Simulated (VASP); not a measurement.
# Cu3O (Fm-3m) in VASP: single point with PBE

Aim: the single point of Cu3O with PBE.

Everything below comes from runs of VASP 6.6.1. Logs are shortened: lines on timing, memory, paths and dates and some standing lists are left out, and cuts for length are marked.

## Step 1: The cell of the first run

The structure is cubic, space group Fm-3m (No. 225). The conventional cell has a = 5.633 Å, b = 5.633 Å, c = 5.633 Å, α = 90.00°, β = 90.00°, γ = 90.00°. Within 3.2 Å of Cu (site symmetry -43m) lie 10 Cu at 2.44 to 2.82 Å and 4 O at 2.44 Å. Cu (site symmetry m-3m) has 8 Cu at 2.44 Å and 6 O at 2.82 Å within 3.2 Å. Within 3.2 Å of O (site symmetry m-3m) lie 14 Cu at 2.44 to 2.82 Å.

## Step 2: Single point, PBE

The input, POSCAR:

```
Cu3O
1.0
    0.0000000000      2.8164874879      2.8164874879
    2.8164874879      0.0000000000      2.8164874879
    2.8164874879      2.8164874879      0.0000000000
Cu O
3 1
Direct
    0.2500000000      0.2500000000      0.2500000000
    0.7500000000      0.7500000000      0.7500000000
    0.5000000000      0.5000000000      0.5000000000
    0.0000000000      0.0000000000      0.0000000000
```

The input, INCAR.step1:

```
ALGO     = Normal         # electronic algorithm
EDIFF    = 1E-7           # SCF threshold, eV
ENCUT    = 520            # plane-wave cutoff, eV
GGA      = PE             # functional
ISIF     = 2              # what is computed and relaxed
ISMEAR   = 0              # smearing method
LASPH    = T              # aspherical terms in the spheres
LCHARG   = T              # write CHGCAR
LMAXMIX  = 4              # l up to which the mixer works
LREAL    = F              # projectors in reciprocal space
LWAVE    = F              # write WAVECAR
NBANDS   = 28             # bands
NELM     = 80             # most SCF steps
PREC     = Accurate       # precision mode
SIGMA    = 0.1            # smearing width, eV
```

The input, KPOINTS.step1:

```
k-points
0
Gamma
  14 14 14
```

The input, INCAR.step2:

```
ALGO     = Normal         # electronic algorithm
EDIFF    = 1E-7           # SCF threshold, eV
ENCUT    = 520            # plane-wave cutoff, eV
GGA      = PE             # functional
ICHARG   = 11             # starting density
ISIF     = 2              # what is computed and relaxed
ISMEAR   = -5             # smearing method
LASPH    = T              # aspherical terms in the spheres
LCHARG   = F              # write CHGCAR
LMAXMIX  = 4              # l up to which the mixer works
LORBIT   = 11             # projections on sites
LREAL    = F              # projectors in reciprocal space
LWAVE    = F              # write WAVECAR
NEDOS    = 2001           # points of the DOS
NELM     = 80             # most SCF steps
PREC     = Accurate       # precision mode
SIGMA    = 0.1            # smearing width, eV
```

The input, KPOINTS.step2:

```
k-points
0
Gamma
  21 21 21
```

Potentials or basis: VASP PAW PBE potentials, release 64 (Cu, O).

On the command line:

```
> cat potpaw_PBE.64/Cu/POTCAR potpaw_PBE.64/O/POTCAR > POTCAR
> cp INCAR.step1 INCAR
> cp KPOINTS.step1 KPOINTS
> mpirun -np 1 vasp_std > vasp.out
> cp INCAR.step2 INCAR
> cp KPOINTS.step2 KPOINTS
> mpirun -np 1 vasp_std > vasp.out
```

OUTCAR:

```text
EDIFF = 1E-7
   ENCUT = 520
   GGA = PE
   ICHARG = 11
   ISIF = 2
   ISMEAR = -5
   LASPH = T
   LORBIT = 11
   LREAL = F
   NELM = 80
   PREC = Accurate

 ion  position               nearest neighbor table
   1  0.250  0.250  0.250-   3 2.44   3 2.44   3 2.44   3 2.44
   2  0.750  0.750  0.750-   3 2.44   3 2.44   3 2.44   3 2.44
   3  0.500  0.500  0.500-   1 2.44   1 2.44   1 2.44   1 2.44   2 2.44   2 2.44   2 2.44   2 2.44

   4  0.000  0.000  0.000-

  LATTYP: Found a face centered cubic cell.
 ALAT       =     5.6329749758

  Lattice vectors:

 A1 = (   0.0000000000,   2.8164874879,   2.8164874879)
 A2 = (   2.8164874879,   0.0000000000,   2.8164874879)
 A3 = (   2.8164874879,   2.8164874879,   0.0000000000)

Analysis of symmetry for initial positions (statically):
=====================================================================
 Subroutine PRICEL returns:
 Original cell was already a primitive cell.

 Routine SETGRP: Setting up the symmetry group for a
 face centered cubic supercell.

 Subroutine GETGRP returns: Found 48 space group operations
 (whereof 48 operations were pure point group operations)
 out of a pool of 48 trial point group operations.

The static configuration has the point symmetry O_h .

Analysis of symmetry for dynamics (positions and initial velocities):
=====================================================================
 Subroutine PRICEL returns:
 Original cell was already a primitive cell.

 Routine SETGRP: Setting up the symmetry group for a
 face centered cubic supercell.

 Subroutine GETGRP returns: Found 48 space group operations
 (whereof 48 operations were pure point group operations)
 out of a pool of 48 trial point group operations.

The dynamic configuration has the point symmetry O_h .

 Subroutine INISYM returns: Found 48 space group operations
 (whereof 48 operations are pure point group operations),
 and found     1 'primitive' translations

----------------------------------------------------------------------------------------

                                     Primitive cell

  volume of cell :      44.6841

  direct lattice vectors                    reciprocal lattice vectors
     0.000000000  2.816487488  2.816487488    -0.177526086  0.177526086  0.177526086
     2.816487488  0.000000000  2.816487488     0.177526086 -0.177526086  0.177526086
[... 97 lines left out ...]
   ISIF   =      2    stress and relaxation
   ISYM   =      2    0-nonsym 1-usesym 2-fastsym
   POTIM  = 0.5000    time-step for ionic-motion
   TEBEG  =    0.0;   TEEND  =   0.0 temperature during run
   PSTRESS=    0.0 pullay stress
   NELECT =      39.0000    total number of electrons
   NUPDOWN=      -1.0000    fix difference up-down
   EMIN   =  10.00;   EMAX   =-10.00  energy-range for DOS
   EFERMI =   0.00;   METHOD = LEGACY
   ISMEAR =    -5;   SIGMA  =   0.10  broadening in eV -4-tet -1-fermi 0-gaus
   EFERMI_NEDOS =   21; number of points for ismear=-14 and -15
   IALGO  =     38    algorithm
   IMIX   =      4    mixing-type and parameters
     AMIX     =   0.40;   BMIX     =  1.00
     AMIX_MAG =   1.60;   BMIX_MAG =  1.00
  volume/ion in A,a.u.               =      11.17        75.39
  Fermi-wavevector in a.u.,A,eV,Ry     =   1.564511  2.956497 33.302896  2.447694
  Thomas-Fermi vector in A             =   2.667124
   LORBIT       =     11    0 simple, 1 ext, 2 COOP (PROOUT), +10 PAW based schemes
   GGA     = PE    functional components
   LHFCALC =     F    Hartree Fock is set to
   AEXX    =    0.0000 exact exchange contribution
   IVDW    =     0    specifies the selected vdW correction
   LEPSILON=     F    determine dielectric tensor
   LRPA    =     F    only Hartree local field effects (RPA)
 non-spin polarized calculation
 Fermi weights with tetrahedron method with Bloechl corrections
  energy-cutoff  :      520.00
  volume of cell :       44.68
 maximum number of plane-waves:      1243
 NGX is ok and might be reduce to    30

 number of electron      39.0000046 magnetization

 Free energy of the ion-electron system (eV)
  ---------------------------------------------------
  ext. energy  EPLUGINS =         0.00000000
  ---------------------------------------------------
  free energy    TOTEN  =       -15.18699241 eV

  energy without entropy =      -15.18699241  energy(sigma->0) =      -15.18699241

 E-fermi :   6.0242     XC(G=0): -12.3442

 val. band max:        6.0104315400   @ k =   0.4762   0.2381   0.0476
 cond. band min:       6.0293885577   @ k =   0.4286   0.3810   0.0476
 fundamental gap:      0.0189570177
 Fermi energy:         6.0241823555

 k-point     1 :       0.0000    0.0000    0.0000
  band No.  band energies     occupation
      1     -11.5246      2.00000
      2       0.6093      2.00000
      3       1.7998      2.00000
      4       1.7998      2.00000
      5       1.7998      2.00000
      6       2.6766      2.00000
[... 613 lines left out ...]
     22      11.2960      0.00000
     23      11.6888      0.00000

 [... further k-points ...]

------------------------ aborting loop because EDIFF is reached ----------------------------------------

  FORCE on cell =-STRESS in cart. coord.  units (eV):
  Direction    XX          YY          ZZ          XY          YZ          ZX
  --------------------------------------------------------------------------------------
  -------------------------------------------------------------------------------------
  Total        0.0719520      0.0719520      0.0719520      0.0000000      0.0000000     -0.0000000
  in kB        2.5798832      2.5798832      2.5798832      0.0000000      0.0000000     -0.0000000
  external PRESSURE =       2.5798832 kB  Pullay stress =       0.0000000 kB

 VOLUME and BASIS-vectors are now :
 -----------------------------------------------------------------------------
  energy-cutoff  :      520.00
  volume of cell :       44.68
      direct lattice vectors                 reciprocal lattice vectors
     0.000000000  2.816487488  2.816487488    -0.177526086  0.177526086  0.177526086
     2.816487488  0.000000000  2.816487488     0.177526086 -0.177526086  0.177526086
     2.816487488  2.816487488  0.000000000     0.177526086  0.177526086 -0.177526086

 POSITION                                       TOTAL-FORCE (eV/Angst)
 -----------------------------------------------------------------------------------
      1.40824      1.40824      1.40824        -0.000000     -0.000000     -0.000000
      4.22473      4.22473      4.22473        -0.000000      0.000000     -0.000000
      2.81649      2.81649      2.81649         0.000000     -0.000000      0.000000
      0.00000      0.00000      0.00000         0.000000     -0.000000      0.000000
 -----------------------------------------------------------------------------------
    total drift:                                0.000000      0.000000     -0.000000

  FREE ENERGIE OF THE ION-ELECTRON SYSTEM (eV)
  ---------------------------------------------------
  free  energy   TOTEN  =       -15.1869924101 eV

  energy  without entropy=      -15.1869924101  energy(sigma->0) =      -15.18699241

 total charge

# of ion       s       p       d       tot
------------------------------------------
    1        0.373   0.269   9.239   9.881
    2        0.373   0.269   9.239   9.881
    3        0.447   0.315   9.258  10.020
    4        1.618   3.164   0.000   4.782
--------------------------------------------------
tot          2.811   4.018  27.736  34.564
```

It took 6.3 min on 1 thread of Intel Xeon 8259CL, shared host; peak memory 0.36 GiB.

Results:

```yaml
Valence_electrons_inside_the_program's_atomic_spheres: Cu 9.88, 10.02 (each value once); O 4.78
```
